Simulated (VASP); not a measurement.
# Hg (R-3m) in VASP: notebook

Hg is run at these levels: LDA; tasks: electric field gradients.

Everything below comes from runs of VASP 6.6.1. Logs are shortened: lines on timing, memory, paths and dates and some standing lists are left out, and cuts for length are marked.

**1. The cell of the first run**

It takes space group R-3m (No. 166, trigonal). Conventional cell: a = 3.448 Å, b = 3.448 Å, c = 6.680 Å, α = 90.00°, β = 90.00°, γ = 120.00°. Hg (site symmetry -3m) has 12 Hg at 2.99 to 3.45 Å within 3.9 Å.

**2. Electric field gradients, LDA (22.93 Å³/atom)**

The input, INCAR:

```
SYSTEM = Hg
  ALGO = Normal
  EDIFF = 1E-8
  ENCUT = 520
  ISIF = 2
  ISMEAR = -1
  LASPH = .TRUE.
  LCHARG = .FALSE.
  LEFG = .TRUE.
  LREAL = .FALSE.
  LWAVE = .FALSE.
  NBANDS = 12
  NELM = 80
  PREC = Accurate
  SIGMA = 0.03
```

The input, KPOINTS:

```
k-points
0
G
  12 12 12
  0 0 0
```

The input, POSCAR:

```
Hg
1.0
    1.7242144574      0.9954756811      2.2265283723
   -1.7242144574      0.9954756811      2.2265283723
    0.0000000000     -1.9909513622      2.2265283723
Hg
1
Direct
    0.0000000000      0.0000000000      0.0000000000
```

Potentials or basis: VASP PAW LDA potentials, release 64 (Hg).

Launch:

```bash
$ cat potpaw_LDA.64/Hg/POTCAR > POTCAR
$ mpirun -np 1 vasp_std > vasp.out
```

OUTCAR:

```text
SYSTEM = Hg
   EDIFF = 1E-8
   ENCUT = 520
   ISIF = 2
   ISMEAR = -1
   LASPH = .TRUE.
   LREAL = .FALSE.
   NELM = 80
   PREC = Accurate

 ion  position               nearest neighbor table
   1  0.000  0.000  0.000-

  LATTYP: Found a trigonal (rhomboedric) cell.
 ALAT       =     2.9868571977
 COS(alpha) =     0.3335253404

  Lattice vectors:

 A1 = (   1.7242144574,   0.9954756811,   2.2265283723)
 A2 = (  -1.7242144574,   0.9954756811,   2.2265283723)
 A3 = (   0.0000000000,  -1.9909513622,   2.2265283723)

Analysis of symmetry for initial positions (statically):
=====================================================================
 Subroutine PRICEL returns:
 Original cell was already a primitive cell.

 Routine SETGRP: Setting up the symmetry group for a
 trigonal (rhombohedral) supercell.

 Subroutine GETGRP returns: Found 12 space group operations
 (whereof 12 operations were pure point group operations)
 out of a pool of 12 trial point group operations.

The static configuration has the point symmetry D_3d.

Analysis of symmetry for dynamics (positions and initial velocities):
=====================================================================
 Subroutine PRICEL returns:
 Original cell was already a primitive cell.

 Routine SETGRP: Setting up the symmetry group for a
 trigonal (rhombohedral) supercell.

 Subroutine GETGRP returns: Found 12 space group operations
 (whereof 12 operations were pure point group operations)
 out of a pool of 12 trial point group operations.

The dynamic configuration has the point symmetry D_3d.

 Subroutine INISYM returns: Found 12 space group operations
 (whereof 12 operations are pure point group operations),
 and found     1 'primitive' translations

----------------------------------------------------------------------------------------

                                     Primitive cell

  volume of cell :      22.9299

  direct lattice vectors                    reciprocal lattice vectors
     1.724214457  0.995475681  2.226528372     0.289987129  0.167424147  0.149709897
    -1.724214457  0.995475681  2.226528372    -0.289987129  0.167424147  0.149709897
     0.000000000 -1.990951362  2.226528372     0.000000000 -0.334848294  0.149709897

  length of vectors
     2.986857198  2.986857198  2.986857198     0.366792084  0.366792084  0.366792084

  position of ions in fractional coordinates (direct lattice)
     0.000000000  0.000000000  0.000000000

  ion indices of the primitive-cell ions
   primitive index   ion index
                 1           1

----------------------------------------------------------------------------------------

 KPOINTS: k-points

Automatic generation of k-mesh.
 Grid dimensions read from file:
 generate k-points for:   12   12   12

 Generating k-lattice:

  Cartesian coordinates                     Fractional coordinates (reciprocal lattice)
     0.024165594  0.013952012  0.012475825     0.083333333  0.000000000 -0.000000000
    -0.024165594  0.013952012  0.012475825     0.000000000  0.083333333 -0.000000000
     0.000000000 -0.027904024  0.012475825    -0.000000000 -0.000000000  0.083333333

  Length of vectors
     0.030566007  0.030566007  0.030566007

  Shift w.r.t. Gamma in fractional coordinates (k-lattice)
     0.000000000  0.000000000  0.000000000

 Subroutine IBZKPT returns following result:
 ===========================================

 Found    189 irreducible k-points:

 Following reciprocal coordinates:
            Coordinates               Weight
  0.000000  0.000000  0.000000      1.000000
  0.083333  0.000000  0.000000      6.000000
  0.166667  0.000000  0.000000      6.000000
  0.250000  0.000000  0.000000      6.000000
  0.333333  0.000000  0.000000      6.000000
  0.416667  0.000000  0.000000      6.000000
[... 16 lines left out ...]
  0.500000  0.166667  0.000000     12.000000
 -0.416667  0.166667  0.000000     12.000000
 [... further k-points ...]
   k-points           NKPTS =    189   k-points in BZ     NKDIM =    189   number of bands    NBANDS=     12
   number of dos      NEDOS =    301   number of ions     NIONS =      1
   total plane-waves  NPLWV =  13824
   dimension x,y,z NGX =    24 NGY =   24 NGZ =   24
   dimension x,y,z NGXF=    48 NGYF=   48 NGZF=   48
   ions per type =               1
   NGX,Y,Z   is equivalent  to a cutoff of  13.36, 13.36, 13.36 a.u.
   NGXF,Y,Z  is equivalent  to a cutoff of  26.72, 26.72, 26.72 a.u.
 SYSTEM =  Hg
   PREC   = accura    normal or accurate (medium, high low for compatibility)
   ISTART =      0    job   : 0-new  1-cont  2-samecut
   ICHARG =      2    charge: 1-file 2-atom 10-const
   ISPIN  =      1    spin polarized calculation?
   LNONCOLLINEAR =      F non collinear calculations
   LSORBIT =      F    spin-orbit coupling
   LASPH  =      T    aspherical Exc in radial PAW
   ENCUT  =  520.0 eV  38.22 Ry    6.18 a.u.   5.55  5.55  5.55*2*pi/ulx,y,z
   NELM   =     80;   NELMIN=  2; NELMDL= -5     # of ELM steps
   EDIFF  = 0.1E-07   stopping-criterion for ELM
   LREAL  =      F    real-space projection
   EDIFFG = 0.1E-06   stopping-criterion for IOM
   NSW    =      0    number of steps for IOM
   IBRION =     -1    ionic relax: 0-MD 1-quasi-New 2-CG
   NFREE  =      0    steps in history (QN), initial steepest desc. (CG)
   ISIF   =      2    stress and relaxation
   ISYM   =      2    0-nonsym 1-usesym 2-fastsym
   POTIM  = 0.5000    time-step for ionic-motion
   TEBEG  =    0.0;   TEEND  =   0.0 temperature during run
   PSTRESS=    0.0 pullay stress
   NELECT =      12.0000    total number of electrons
   NUPDOWN=      -1.0000    fix difference up-down
   EMIN   =  10.00;   EMAX   =-10.00  energy-range for DOS
   EFERMI =   0.00;   METHOD = LEGACY
   ISMEAR =    -1;   SIGMA  =   0.03  broadening in eV -4-tet -1-fermi 0-gaus
   EFERMI_NEDOS =   21; number of points for ismear=-14 and -15
   IALGO  =     38    algorithm
   IMIX   =      4    mixing-type and parameters
     AMIX     =   0.40;   BMIX     =  1.00
     AMIX_MAG =   1.60;   BMIX_MAG =  1.00
  volume/ion in A,a.u.               =      22.93       154.74
  Fermi-wavevector in a.u.,A,eV,Ry     =   1.319273  2.493065 23.680696  1.740482
  Thomas-Fermi vector in A             =   2.449183
   LORBIT       =      0    0 simple, 1 ext, 2 COOP (PROOUT), +10 PAW based schemes
   GGA     = CA    functional components
   LHFCALC =     F    Hartree Fock is set to
   AEXX    =    0.0000 exact exchange contribution
   IVDW    =     0    specifies the selected vdW correction
   LEPSILON=     F    determine dielectric tensor
   LRPA    =     F    only Hartree local field effects (RPA)
 non-spin polarized calculation
  energy-cutoff  :      520.00
  volume of cell :       22.93
 maximum number of plane-waves:       636
 NGX is ok and might be reduce to    24
   NGX = 11   NGY = 11   NGZ = 11

 number of electron      12.0000002 magnetization

 Free energy of the ion-electron system (eV)
  ---------------------------------------------------
  ext. energy  EPLUGINS =         0.00000000
  ---------------------------------------------------
  free energy    TOTEN  =        -0.96113704 eV

  energy without entropy =       -0.95980298  energy(sigma->0) =       -0.96047001

 E-fermi :   2.6981     XC(G=0): -11.3188

 val. band max:        2.6857707906   @ k =  -0.3333   0.5000   0.1667
 cond. band min:       2.7823317752   @ k =   0.5000   0.1667   0.0833
 fundamental gap:      0.0965609846
 Fermi energy:         2.6981262058

 k-point     1 :       0.0000    0.0000    0.0000
  band No.  band energies     occupation
      1      -6.6608      2.00000
      2      -5.0142      2.00000
      3      -5.0142      2.00000
      4      -3.6597      2.00000
      5      -3.4763      2.00000
      6      -3.4763      2.00000
      7      15.0332      0.00000
      8      15.4922      0.00000
      9      15.4922      0.00000
     10      20.1343      0.00000
     11      21.3678      0.00000
     12      21.3678      0.00000
[... 331 lines left out ...]
 k-point    24 :      -0.4167    0.1667    0.0000
  band No.  band energies     occupation
      1      -5.3486      2.00000
      2      -4.8316      2.00000
      3      -3.8686      2.00000
      4      -3.6624      2.00000
      5      -3.2786      2.00000
      6       0.0051      2.00000
      7       2.5878      1.95060
      8      11.1917      0.00000
      9      15.5648      0.00000
     10      18.7888      0.00000
     11      21.7113      0.00000
     12      22.8684      0.00000

 [... further k-points ...]

------------------------ aborting loop because EDIFF is reached ----------------------------------------

  FORCE on cell =-STRESS in cart. coord.  units (eV):
  Direction    XX          YY          ZZ          XY          YZ          ZX
  --------------------------------------------------------------------------------------
  -------------------------------------------------------------------------------------
  Total       -0.0585289     -0.0585289     -0.1415497     -0.0000000      0.0000000      0.0000000
  in kB       -4.0895904     -4.0895904     -9.8904942     -0.0000000      0.0000000      0.0000000
  external PRESSURE =      -6.0232250 kB  Pullay stress =       0.0000000 kB

 VOLUME and BASIS-vectors are now :
 -----------------------------------------------------------------------------
  energy-cutoff  :      520.00
  volume of cell :       22.93
      direct lattice vectors                 reciprocal lattice vectors
     1.724214457  0.995475681  2.226528372     0.289987129  0.167424147  0.149709897
    -1.724214457  0.995475681  2.226528372    -0.289987129  0.167424147  0.149709897
     0.000000000 -1.990951362  2.226528372     0.000000000 -0.334848294  0.149709897

 POSITION                                       TOTAL-FORCE (eV/Angst)
 -----------------------------------------------------------------------------------
      0.00000      0.00000      0.00000         0.000000      0.000000     -0.000000
 -----------------------------------------------------------------------------------
    total drift:                                0.000000      0.000000      0.000000

  FREE ENERGIE OF THE ION-ELECTRON SYSTEM (eV)
  ---------------------------------------------------
  free  energy   TOTEN  =        -0.9611370417 eV

  energy  without entropy=       -0.9598029781  energy(sigma->0) =       -0.96047001

 Electric field gradients (V/A^2)
---------------------------------------------------------------------
 ion       V_xx      V_yy      V_zz      V_xy      V_xz      V_yz
---------------------------------------------------------------------
   1      76.246    76.246  -152.492    -0.000    -0.000    -0.000
---------------------------------------------------------------------

 Electric field gradients after diagonalization (V/A^2)
 (convention: |V_zz| > |V_xx| > |V_yy|)
----------------------------------------------------------------------
 ion       V_xx      V_yy      V_zz     asymmetry (V_yy - V_xx)/ V_zz
----------------------------------------------------------------------
   1      76.246    76.246  -152.492       0.000
----------------------------------------------------------------------

           NMR quadrupolar parameters

 Cq : quadrupolar parameter    Cq=e*Q*V_zz/h
 eta: asymmetry parameters     (V_yy - V_xx)/ V_zz
 Q  : nuclear electric quadrupole moment in mb (millibarn)
----------------------------------------------------------------------
 ion       Cq(MHz)       eta       Q (mb)
----------------------------------------------------------------------
   1      -0.369       0.000       1.000
----------------------------------------------------------------------
```

It took 18 s on 1 thread of AMD EPYC 9R45 (Zen 5), shared host; peak memory 0.14 GiB.

What came out:

| Property | Result |
| --- | --- |
| Free energy | -0.9611 eV |
| Pressure | -0.6 GPa |
| Band gap on the k mesh | zero (bands 6 and 7 overlap by 3.38 eV) |
| Largest electric field gradient by atom | Hg -152.5 V/Å² |

Levels at points of the mesh, in eV from the Fermi level:
| k point | band 4 | band 5 | band 6 | band 7 | band 8 | band 9 |
| --- | --- | --- | --- | --- | --- | --- |
| (0.00, 0.00, 0.00) | -6.36 | -6.17 | -6.17 | 12.34 | 12.79 | 12.79 |
| (0.50, 0.00, 0.00) | -6.23 | -5.83 | -2.07 | -2.05 | 12.52 | 12.79 |
| (0.50, 0.50, 0.00) | -5.89 | -5.35 | -0.15 | 0.93 | 4.78 | 10.10 |
| (0.50, 0.50, 0.50) | -5.45 | -5.45 | -0.19 | 1.43 | 9.51 | 9.51 |

Electric field gradients, principal values (V/Å²):
```tsv
atom	least	middle	greatest (by size)
1 Hg	76.246	76.246	-152.492
```

Caveat: without QUAD_EFG the Cq values of the log hold for a quadrupole moment of 1 mb, not for the nuclei; spin-orbit coupling is left out, which moves the levels of the heavy elements.

**3. Electric field gradients, LDA (22.93 Å³/atom)**

The input, INCAR:

```
SYSTEM = Hg
PREC = Accurate
ENCUT = 520
EDIFF = 1E-8
ISMEAR = -1
SIGMA = 0.03
LREAL = .False.
LASPH = .True.
NELM = 60
ALGO = Normal
ISIF = 2
LWAVE = .False.
LCHARG = .False.
GGA = CA
LEFG = .True.
NBANDS = 12
```

The input, KPOINTS:

```
Automatic mesh
0
Gamma
  12 12 12
  0 0 0
```

POSCAR is that of step 2.

Potentials or basis: VASP PAW LDA potentials, release 64 (Hg).

Launch:

```bash
$ cat potpaw_LDA.64/Hg/POTCAR > POTCAR
$ mpirun -np 1 vasp_std > vasp.out
```

OUTCAR:

```text
SYSTEM = Hg
   PREC = Accurate
   ENCUT = 520
   EDIFF = 1E-8
   ISMEAR = -1
   LREAL = .False.
   LASPH = .True.
   NELM = 60
   ISIF = 2
   GGA = CA

 ion  position               nearest neighbor table
   1  0.000  0.000  0.000-

  LATTYP: Found a trigonal (rhomboedric) cell.
 ALAT       =     2.9868571977
 COS(alpha) =     0.3335253404

  Lattice vectors:

 A1 = (   1.7242144574,   0.9954756811,   2.2265283723)
 A2 = (  -1.7242144574,   0.9954756811,   2.2265283723)
 A3 = (   0.0000000000,  -1.9909513622,   2.2265283723)

Analysis of symmetry for initial positions (statically):
=====================================================================
 Subroutine PRICEL returns:
 Original cell was already a primitive cell.

 Routine SETGRP: Setting up the symmetry group for a
 trigonal (rhombohedral) supercell.

 Subroutine GETGRP returns: Found 12 space group operations
 (whereof 12 operations were pure point group operations)
 out of a pool of 12 trial point group operations.

The static configuration has the point symmetry D_3d.

Analysis of symmetry for dynamics (positions and initial velocities):
=====================================================================
 Subroutine PRICEL returns:
 Original cell was already a primitive cell.

 Routine SETGRP: Setting up the symmetry group for a
 trigonal (rhombohedral) supercell.

 Subroutine GETGRP returns: Found 12 space group operations
 (whereof 12 operations were pure point group operations)
 out of a pool of 12 trial point group operations.

The dynamic configuration has the point symmetry D_3d.

[... 161 lines left out ...]
      9      15.4922      0.00000
     10      20.1343      0.00000
     11      21.3678      0.00000
     12      21.3678      0.00000
[... 331 lines left out ...]
 k-point    24 :      -0.4167    0.1667    0.0000
  band No.  band energies     occupation
      1      -5.3486      2.00000
      2      -4.8316      2.00000
      3      -3.8686      2.00000
      4      -3.6624      2.00000
      5      -3.2786      2.00000
      6       0.0051      2.00000
      7       2.5878      1.95060
      8      11.1917      0.00000
      9      15.5648      0.00000
     10      18.7888      0.00000
     11      21.7113      0.00000
     12      22.8684      0.00000

 [... further k-points ...]

------------------------ aborting loop because EDIFF is reached ----------------------------------------

  FORCE on cell =-STRESS in cart. coord.  units (eV):
  Direction    XX          YY          ZZ          XY          YZ          ZX
  --------------------------------------------------------------------------------------
  -------------------------------------------------------------------------------------
  Total       -0.0585289     -0.0585289     -0.1415497     -0.0000000      0.0000000      0.0000000
  in kB       -4.0895904     -4.0895904     -9.8904942     -0.0000000      0.0000000      0.0000000
  external PRESSURE =      -6.0232250 kB  Pullay stress =       0.0000000 kB

 VOLUME and BASIS-vectors are now :
 -----------------------------------------------------------------------------
  energy-cutoff  :      520.00
  volume of cell :       22.93
      direct lattice vectors                 reciprocal lattice vectors
     1.724214457  0.995475681  2.226528372     0.289987129  0.167424147  0.149709897
    -1.724214457  0.995475681  2.226528372    -0.289987129  0.167424147  0.149709897
     0.000000000 -1.990951362  2.226528372     0.000000000 -0.334848294  0.149709897

 POSITION                                       TOTAL-FORCE (eV/Angst)
 -----------------------------------------------------------------------------------
      0.00000      0.00000      0.00000         0.000000      0.000000     -0.000000
 -----------------------------------------------------------------------------------
    total drift:                                0.000000      0.000000      0.000000

  FREE ENERGIE OF THE ION-ELECTRON SYSTEM (eV)
  ---------------------------------------------------
  free  energy   TOTEN  =        -0.9611370417 eV

  energy  without entropy=       -0.9598029781  energy(sigma->0) =       -0.96047001

 Electric field gradients (V/A^2)
---------------------------------------------------------------------
 ion       V_xx      V_yy      V_zz      V_xy      V_xz      V_yz
---------------------------------------------------------------------
   1      76.246    76.246  -152.492    -0.000    -0.000    -0.000
---------------------------------------------------------------------

 Electric field gradients after diagonalization (V/A^2)
 (convention: |V_zz| > |V_xx| > |V_yy|)
----------------------------------------------------------------------
 ion       V_xx      V_yy      V_zz     asymmetry (V_yy - V_xx)/ V_zz
----------------------------------------------------------------------
   1      76.246    76.246  -152.492       0.000
----------------------------------------------------------------------

           NMR quadrupolar parameters

 Cq : quadrupolar parameter    Cq=e*Q*V_zz/h
 eta: asymmetry parameters     (V_yy - V_xx)/ V_zz
 Q  : nuclear electric quadrupole moment in mb (millibarn)
----------------------------------------------------------------------
 ion       Cq(MHz)       eta       Q (mb)
----------------------------------------------------------------------
   1      -0.369       0.000       1.000
----------------------------------------------------------------------
```

OSZICAR:

```text
N       E                     dE             d eps       ncg     rms          rms(c)
DAV:   1     0.721367066717E+02    0.72137E+02   -0.66973E+03  4872   0.973E+02
DAV:   2     0.181834978748E+00   -0.71955E+02   -0.67257E+02  4944   0.229E+02
DAV:   3    -0.102637366211E+01   -0.12082E+01   -0.12075E+01  5392   0.329E+01
DAV:   4    -0.102749474962E+01   -0.11211E-02   -0.11211E-02  5068   0.104E+00
DAV:   5    -0.102749632686E+01   -0.15772E-05   -0.15770E-05  5364   0.378E-02    0.448E+00
DAV:   6    -0.968761959823E+00    0.58734E-01   -0.13300E-01  5360   0.415E+00    0.326E+00
DAV:   7    -0.961982079537E+00    0.67799E-02   -0.16016E-02  5340   0.118E+00    0.140E+00
DAV:   8    -0.961132442961E+00    0.84964E-03   -0.14411E-03  4868   0.534E-01    0.560E-02
DAV:   9    -0.961136002580E+00   -0.35596E-05   -0.31014E-06  5448   0.212E-02    0.133E-02
DAV:  10    -0.961137040944E+00   -0.10384E-05   -0.12364E-06  4916   0.136E-02    0.980E-04
DAV:  11    -0.961137041685E+00   -0.74101E-09   -0.13499E-08  5056   0.107E-03
   1 F= -.96113704E+00 E0= -.96047001E+00  d E =-.133406E-02
```

stdout:

```text
POSCAR found type information on POSCAR Hg
 POSCAR found :  1 types and       1 ions
 scaLAPACK will be used
 LDA part: xc-table for (Slater(with rela. corr.)+CA(PZ))
 , standard interpolation
 POSCAR, INCAR and KPOINTS ok, starting setup
 FFT: planning ... GRIDC
 FFT: planning ... GRID_SOFT
 FFT: planning ... GRID
 WAVECAR not read
 entering main loop
ion   1
```

Run time: 18 s. Hardware: 1 thread of AMD EPYC 9R45 (Zen 5), shared host; peak memory 0.14 GiB.

What came out:

```
Free energy                             : -0.9611 eV
Pressure                                : -0.6 GPa
Band gap on the k mesh                  : zero (bands 6 and 7 overlap by 3.38 eV)
Largest electric field gradient by atom : Hg -152.5 V/Å²
```

Electric field gradients, principal values (V/Å²):
```tsv
atom	least	middle	greatest (by size)
1 Hg	76.246	76.246	-152.492
```

Caveat: without QUAD_EFG the Cq values of the log hold for a quadrupole moment of 1 mb, not for the nuclei; spin-orbit coupling is left out, which moves the levels of the heavy elements.

(Continued in part 2 of 3.)

The gap in the log of VASP goes by the Fermi energy; the results here count the filled bands.